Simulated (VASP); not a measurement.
Write the native input for VASP 6.6.1 that does the following.

```
Task                   : single point
Functional             : LDA
Potentials or basis    : VASP PAW LDA potentials, release 64 (Mg)
Cutoff                 : 520 eV
k mesh                 : 10 × 10 × 5
Occupations            : fermi-dirac, width 0.05 eV
Spin                   : no spin polarisation
Dipole correction      : no
Further INCAR settings : ALGO = Fast; EDIFF = 1e-06; NBANDS = 9
```

The structure of Mg lies in POSCAR:

```
Mg
1.0
    3.2093000000      0.0000000000      0.0000000000
   -1.6046500000      2.7793353284      0.0000000000
    0.0000000000      0.0000000000      5.2103000000
Mg
2
Direct
    0.6666666667      0.3333333333      0.7500000000
    0.3333333333      0.6666666667      0.2500000000
```

One way to write it, as run:

INCAR

```
SYSTEM = Mg
PREC = Accurate
ENCUT = 520
EDIFF = 1E-6
ISMEAR = -1
SIGMA = 0.05
LREAL = .False.
LASPH = .True.
NELM = 100
ALGO = Fast
ISIF = 2
LWAVE = .False.
LCHARG = .False.
NBANDS = 9
```

KPOINTS

```
regular mesh
0
Gamma
  10 10 5
  0 0 0
```

Potentials or basis: VASP PAW LDA potentials, release 64 (Mg).

Launch:

```console
$ cat potpaw_LDA.64/Mg/POTCAR > POTCAR
$ mpirun -np 1 vasp_std > vasp.out
```

It gave:

```yaml
Pressure: -2.7 GPa
Band_gap_on_the_k_mesh: zero (band 2 reaches 3.10 eV, above the bottom of band 3 at 1.13 eV)
```

Wall time 16 s on 1 thread of Intel Xeon 8259CL, with other jobs on the host, peak memory 0.14 GiB.
